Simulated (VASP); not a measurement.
# Pt (Pm-3m) in VASP: single point with PBEsol

Aim: the single point of Pt with PBEsol.

Program: VASP 6.6.1. These are calculated values, not measurements. Logs are shortened: lines on timing, memory, paths and dates and some standing lists are left out, and cuts for length are marked.

## 1. The cell of the first run

It takes space group Pm-3m (No. 221, cubic). The conventional cell has a = 3.092 Å, b = 3.092 Å, c = 3.092 Å, α = 90.00°, β = 90.00°, γ = 90.00°. Pt (site symmetry m-3m) has 6 Pt at 3.09 Å within 4.1 Å.

## 2. Single point, PBEsol

Input file INCAR:

```
SYSTEM = Pt
ALGO     = Normal         ! electronic algorithm
EDIFF    = 1E-6           ! SCF threshold, eV
ENCUT    = 500            ! plane-wave cutoff, eV
GGA      = PS             ! functional
GGA_COMPAT= .False.      
ISIF     = 2              ! what is computed and relaxed
ISMEAR   = 0              ! smearing method
LASPH    = .True.         ! aspherical terms in the spheres
LCHARG   = .True.         ! write CHGCAR
LELF     = .True.         ! ELF
LREAL    = .False.        ! projectors in reciprocal space
LVHAR    = .True.       
LWAVE    = .False.        ! write WAVECAR
NBANDS   = 11             ! bands
NELM     = 120            ! most SCF steps
PREC     = Accurate       ! precision mode
SIGMA    = 0.15           ! smearing width, eV
```

Input file KPOINTS:

```
k-points
0
Gamma
  8 8 8
  0 0 0
```

Input file POSCAR:

```
Pt
1.0
    3.0915500000      0.0000000000      0.0000000000
    0.0000000000      3.0915500000      0.0000000000
    0.0000000000      0.0000000000      3.0915500000
Pt
1
Direct
    0.5000000000      0.5000000000      0.5000000000
```

Potentials or basis: VASP PAW PBE potentials, release 64 (Pt).

Run with:

```bash
$ cat potpaw_PBE.64/Pt/POTCAR > POTCAR
$ mpirun -np 1 vasp_std > vasp.out
```

OUTCAR:

```text
SYSTEM = Pt
   EDIFF = 1E-6
   ENCUT = 500
   GGA = PS
   ISIF = 2
   ISMEAR = 0
   LASPH = .True.
   LREAL = .False.
   NELM = 120
   PREC = Accurate

 ion  position               nearest neighbor table
   1  0.500  0.500  0.500-

  LATTYP: Found a simple cubic cell.
 ALAT       =     3.0915500000

  Lattice vectors:

 A1 = (   3.0915500000,   0.0000000000,   0.0000000000)
 A2 = (   0.0000000000,   3.0915500000,   0.0000000000)
 A3 = (   0.0000000000,   0.0000000000,   3.0915500000)

Analysis of symmetry for initial positions (statically):
=====================================================================
 Subroutine PRICEL returns:
 Original cell was already a primitive cell.

 Routine SETGRP: Setting up the symmetry group for a
 simple cubic supercell.

 Subroutine GETGRP returns: Found 48 space group operations
 (whereof 48 operations were pure point group operations)
 out of a pool of 48 trial point group operations.

The static configuration has the point symmetry O_h .

Analysis of symmetry for dynamics (positions and initial velocities):
=====================================================================
 Subroutine PRICEL returns:
 Original cell was already a primitive cell.

 Routine SETGRP: Setting up the symmetry group for a
 simple cubic supercell.

 Subroutine GETGRP returns: Found 48 space group operations
 (whereof 48 operations were pure point group operations)
 out of a pool of 48 trial point group operations.

The dynamic configuration has the point symmetry O_h .

 Subroutine INISYM returns: Found 48 space group operations
 (whereof 48 operations are pure point group operations),
 and found     1 'primitive' translations

----------------------------------------------------------------------------------------

                                     Primitive cell

  volume of cell :      29.5480

  direct lattice vectors                    reciprocal lattice vectors
     3.091550000  0.000000000  0.000000000     0.323462341  0.000000000  0.000000000
     0.000000000  3.091550000  0.000000000     0.000000000  0.323462341  0.000000000
     0.000000000  0.000000000  3.091550000     0.000000000  0.000000000  0.323462341

  length of vectors
     3.091550000  3.091550000  3.091550000     0.323462341  0.323462341  0.323462341

  position of ions in fractional coordinates (direct lattice)
     0.500000000  0.500000000  0.500000000

  ion indices of the primitive-cell ions
   primitive index   ion index
                 1           1

----------------------------------------------------------------------------------------

 KPOINTS: k-points

Automatic generation of k-mesh.
 Grid dimensions read from file:
 generate k-points for:    8    8    8

 Generating k-lattice:

  Cartesian coordinates                     Fractional coordinates (reciprocal lattice)
     0.040432793  0.000000000  0.000000000     0.125000000  0.000000000  0.000000000
     0.000000000  0.040432793  0.000000000     0.000000000  0.125000000  0.000000000
     0.000000000  0.000000000  0.040432793     0.000000000  0.000000000  0.125000000

  Length of vectors
     0.040432793  0.040432793  0.040432793

  Shift w.r.t. Gamma in fractional coordinates (k-lattice)
     0.000000000  0.000000000  0.000000000

 Subroutine IBZKPT returns following result:
 ===========================================

 Found     35 irreducible k-points:

 Following reciprocal coordinates:
            Coordinates               Weight
  0.000000  0.000000  0.000000      1.000000
  0.125000  0.000000  0.000000      6.000000
  0.250000  0.000000  0.000000      6.000000
  0.375000  0.000000  0.000000      6.000000
  0.500000  0.000000  0.000000      3.000000
  0.125000  0.125000  0.000000     12.000000
[... 16 lines left out ...]
  0.375000  0.375000  0.125000     24.000000
  0.500000  0.375000  0.125000     24.000000
 [... further k-points ...]
   k-points           NKPTS =     35   k-points in BZ     NKDIM =     35   number of bands    NBANDS=     11
   number of dos      NEDOS =    301   number of ions     NIONS =      1
   total plane-waves  NPLWV =  13824
   dimension x,y,z NGX =    24 NGY =   24 NGZ =   24
   dimension x,y,z NGXF=    48 NGYF=   48 NGZF=   48
   ions per type =               1
   NGX,Y,Z   is equivalent  to a cutoff of  12.91, 12.91, 12.91 a.u.
   NGXF,Y,Z  is equivalent  to a cutoff of  25.81, 25.81, 25.81 a.u.
 SYSTEM =  Pt
   PREC   = accura    normal or accurate (medium, high low for compatibility)
   ISTART =      0    job   : 0-new  1-cont  2-samecut
   ICHARG =      2    charge: 1-file 2-atom 10-const
   ISPIN  =      1    spin polarized calculation?
   LNONCOLLINEAR =      F non collinear calculations
   LSORBIT =      F    spin-orbit coupling
   LASPH  =      T    aspherical Exc in radial PAW
   ENCUT  =  500.0 eV  36.75 Ry    6.06 a.u.   5.64  5.64  5.64*2*pi/ulx,y,z
   NELM   =    120;   NELMIN=  2; NELMDL= -5     # of ELM steps
   EDIFF  = 0.1E-05   stopping-criterion for ELM
   LREAL  =      F    real-space projection
   EDIFFG = 0.1E-04   stopping-criterion for IOM
   NSW    =      0    number of steps for IOM
   IBRION =     -1    ionic relax: 0-MD 1-quasi-New 2-CG
   NFREE  =      0    steps in history (QN), initial steepest desc. (CG)
   ISIF   =      2    stress and relaxation
   ISYM   =      2    0-nonsym 1-usesym 2-fastsym
   POTIM  = 0.5000    time-step for ionic-motion
   TEBEG  =    0.0;   TEEND  =   0.0 temperature during run
   PSTRESS=    0.0 pullay stress
   NELECT =      10.0000    total number of electrons
   NUPDOWN=      -1.0000    fix difference up-down
   EMIN   =  10.00;   EMAX   =-10.00  energy-range for DOS
   EFERMI =   0.00;   METHOD = LEGACY
   ISMEAR =     0;   SIGMA  =   0.15  broadening in eV -4-tet -1-fermi 0-gaus
   EFERMI_NEDOS =   21; number of points for ismear=-14 and -15
   IALGO  =     38    algorithm
   IMIX   =      4    mixing-type and parameters
     AMIX     =   0.40;   BMIX     =  1.00
     AMIX_MAG =   1.60;   BMIX_MAG =  1.00
  volume/ion in A,a.u.               =      29.55       199.40
  Fermi-wavevector in a.u.,A,eV,Ry     =   1.140859  2.155910 17.708782  1.301559
  Thomas-Fermi vector in A             =   2.277560
   LORBIT       =      0    0 simple, 1 ext, 2 COOP (PROOUT), +10 PAW based schemes
   GGA     = PS    functional components
   LHFCALC =     F    Hartree Fock is set to
   AEXX    =    0.0000 exact exchange contribution
   IVDW    =     0    specifies the selected vdW correction
   LEPSILON=     F    determine dielectric tensor
   LRPA    =     F    only Hartree local field effects (RPA)
 non-spin polarized calculation
 Gauss-broadening in eV      SIGMA  =   0.15
  energy-cutoff  :      500.00
  volume of cell :       29.55
 maximum number of plane-waves:       768
 NGX is ok and might be reduce to    24
   NGX = 11   NGY = 11   NGZ = 11

 number of electron      10.0000000 magnetization

 number of electron       9.9999998 magnetization

 Free energy of the ion-electron system (eV)
  ---------------------------------------------------
  ext. energy  EPLUGINS =         0.00000000
  ---------------------------------------------------
  free energy    TOTEN  =        -4.55533785 eV

  energy without entropy =       -4.51874069  energy(sigma->0) =       -4.53703927

 E-fermi :   2.1417     XC(G=0):  -9.8131

 val. band max:        2.1278357591   @ k =   0.5000   0.3750   0.3750
 cond. band min:       2.1701906040   @ k =   0.0000   0.0000   0.0000
 fundamental gap:      0.0423548449
 Fermi energy:         2.1416774092

 k-point     1 :       0.0000    0.0000    0.0000
  band No.  band energies     occupation
      1      -2.7207      2.00000
      2      -0.5692      2.00000
      3      -0.5692      2.00000
      4       2.1702      0.78806
      5       2.1702      0.78806
      6       2.1702      0.78802
      7      14.4629      0.00000
      8      14.4629      0.00000
      9      14.4629      0.00000
     10      17.8241      0.00000
     11      20.1086      0.00000

 k-point     2 :       0.1250    0.0000    0.0000
  band No.  band energies     occupation
      1      -2.4456      2.00000
      2      -0.5335      2.00000
      3      -0.3762      2.00000
      4       2.0268      1.72129
      5       2.0268      1.72127
      6       2.1820      0.70398
      7      12.3471      0.00000
      8      14.8898      0.00000
      9      14.8898      0.00000
     10      18.6269      0.00000
     11      19.6759      0.00000

 k-point     3 :       0.2500    0.0000    0.0000
  band No.  band energies     occupation
      1      -1.7859      2.00000
      2      -0.4458      2.00000
      3       0.2901      2.00000
      4       1.7031      1.99996
      5       1.7031      1.99996
      6       2.2106      0.51593
      7       9.2734      0.00000
      8      16.0146      0.00000
      9      16.0146      0.00000
     10      18.7519      0.00000
     11      18.8708      0.00000

 k-point     4 :       0.3750    0.0000    0.0000
  band No.  band energies     occupation
      1      -1.1949      2.00000
      2      -0.3555      2.00000
      3       1.4061      2.00000
      4       1.4061      2.00000
      5       1.6498      2.00000
      6       2.2394      0.35705
      7       6.3909      0.00000
      8      17.4203      0.00000
      9      17.4203      0.00000
     10      17.9521      0.00000
     11      18.8063      0.00000

 k-point     5 :       0.5000    0.0000    0.0000
  band No.  band energies     occupation
      1      -0.9814      2.00000
      2      -0.3174      2.00000
      3       1.2897      2.00000
      4       1.2897      2.00000
      5       2.2514      0.30110
      6       3.3284      0.00000
      7       4.2257      0.00000
      8      17.6479      0.00000
      9      18.2121      0.00000
     10      18.2121      0.00000
     11      18.6916      0.00000
[... 211 lines left out ...]
 k-point    21 :       0.3750    0.2500    0.1250
  band No.  band energies     occupation
      1      -0.2145      2.00000
      2       0.3082      2.00000
      3       0.8386      2.00000
      4       1.1891      2.00000
      5       1.6530      2.00000
      6       2.6257      0.00001
      7       7.7812      0.00000
      8      12.1563      0.00000
      9      16.2051      0.00000
     10      16.6425      0.00000
     11      19.6059      0.00000

 k-point    22 :       0.5000    0.2500    0.1250
  band No.  band energies     occupation
      1      -0.0668      2.00000
      2       0.2553      2.00000
      3       0.8176      2.00000
      4       1.0705      2.00000
      5       1.6813      1.99999
      6       4.5328      0.00000
      7       5.3869      0.00000
      8      13.1849      0.00000
      9      15.0955      0.00000
     10      17.7249      0.00000
     11      17.8992      0.00000

 k-point    23 :       0.3750    0.3750    0.1250
  band No.  band energies     occupation
      1      -0.0958      2.00000
      2       0.0577      2.00000
      3       1.2351      2.00000
      4       1.2554      2.00000
      5       1.9786      1.87588
      6       3.5276      0.00000
      7       8.2149      0.00000
      8       9.6977      0.00000
      9      14.3744      0.00000
     10      17.5519      0.00000
     11      20.5947      0.00000

 k-point    24 :       0.5000    0.3750    0.1250
  band No.  band energies     occupation
      1      -0.1912      2.00000
      2       0.0866      2.00000
      3       1.1356      2.00000
      4       1.2732      2.00000
      5       2.2473      0.31926
      6       5.1717      0.00000
      7       6.4218      0.00000
      8       9.8612      0.00000
      9      13.3316      0.00000
     10      18.9206      0.00000
     11      19.0861      0.00000

 [... further k-points ...]
[... 5 lines left out ...]
  --------------------------------------------------------------------------------------
  -------------------------------------------------------------------------------------
  Total       -4.7974370     -4.7974370     -4.7974370     -0.0000000      0.0000000      0.0000000
  in kB     -260.1303603   -260.1303603   -260.1303603     -0.0000000      0.0000000      0.0000000
  external PRESSURE =    -260.1303603 kB  Pullay stress =       0.0000000 kB

 VOLUME and BASIS-vectors are now :
 -----------------------------------------------------------------------------
  energy-cutoff  :      500.00
  volume of cell :       29.55
      direct lattice vectors                 reciprocal lattice vectors
     3.091550000  0.000000000  0.000000000     0.323462341  0.000000000  0.000000000
     0.000000000  3.091550000  0.000000000     0.000000000  0.323462341  0.000000000
     0.000000000  0.000000000  3.091550000     0.000000000  0.000000000  0.323462341

 POSITION                                       TOTAL-FORCE (eV/Angst)
 -----------------------------------------------------------------------------------
      1.54577      1.54577      1.54577         0.000000      0.000000      0.000000
 -----------------------------------------------------------------------------------
    total drift:                                0.000000     -0.000000     -0.000000

  FREE ENERGIE OF THE ION-ELECTRON SYSTEM (eV)
  ---------------------------------------------------
  free  energy   TOTEN  =        -4.5553378538 eV

  energy  without entropy=       -4.5187406871  energy(sigma->0) =       -4.53703927
```

Wall time 5.8 s (1 thread of Intel Xeon Platinum 8488C (Sapphire Rapids), shared host); peak memory 0.13 GiB.

Results:

```
Free energy            : -4.5553 eV
Pressure               : -26.0 GPa
Band gap on the k mesh : zero (band 5 reaches 2.87 eV, above the bottom of band 6 at 1.67 eV)
```

Levels at points of the mesh, in eV from the Fermi level:
| k point | band 1 | band 2 | band 3 | band 4 | band 5 | band 6 | band 7 | band 8 | band 9 | band 10 |
| --- | --- | --- | --- | --- | --- | --- | --- | --- | --- | --- |
| (0.00, 0.00, 0.00) | -4.86 | -2.71 | -2.71 | 0.03 | 0.03 | 0.03 | 12.32 | 12.32 | 12.32 | 15.68 |
| (0.50, 0.00, 0.00) | -3.12 | -2.46 | -0.85 | -0.85 | 0.11 | 1.19 | 2.08 | 15.51 | 16.07 | 16.07 |
| (0.50, 0.50, 0.00) | -2.55 | -2.36 | -0.70 | -0.70 | 0.68 | 4.31 | 4.31 | 4.82 | 10.43 | 18.56 |
| (0.50, 0.50, 0.50) | -2.13 | -2.13 | -2.13 | 0.73 | 0.73 | 7.54 | 7.54 | 7.54 | 8.44 | 10.44 |

Caveat: the PAW data sets were made with another functional, which shifts forces and pressure a little; spin-orbit coupling is left out, which moves the levels of the heavy elements.
